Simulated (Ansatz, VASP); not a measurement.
## EuSb: VASP beside Ansatz

```xyz
2
Lattice="0.0000 3.5837 3.5837 3.5837 0.0000 3.5837 3.5837 3.5837 0.0000" Properties=species:S:1:pos:R:3 pbc="T T T"
Eu    0.0000    0.0000    0.0000
Sb    1.7919    1.7919    1.7919
```

Alike in both runs: task single point; functional PBEsol; k mesh 8 × 8 × 8; occupations gaussian, width 0.05 eV; collinear spin.

|  | VASP | Ansatz |
| --- | --- | --- |
| version | VASP 6.6.1 | Ansatz 0.2.0 |
| potentials or method | VASP PAW PBE potentials, release 64 (Eu, Sb), cutoff 520 eV | scalar-relativistic, plane waves, PAW |
| valence electrons in the cell | 22 | 32 |

|  | VASP | Ansatz | Ansatz less VASP |
| --- | --- | --- | --- |
| gap on the k mesh at the Fermi level (eV) | none | none | - |
| pressure (GPa) | -0.5 | -0.5 | +0.07 |
| net moment per atom (μB) | 3.00 | 3.00 | -0.001 |
| size of the moment on the site where the two differ most (μB) | 6.38 | 6.54 | +0.161 |

VASP's potentials were made for PBE, not for PBEsol. Site moments also hang on the region over which each program counts them. A gap of «none» marks a metal or a gap that the smearing closes. VASP's potentials hold 22 valence electrons a cell and Ansatz's 32, so a difference there can come from the potentials and not from the codes. Ansatz's warnings: given moment on shells.

Neither program's run includes spin-orbit coupling.
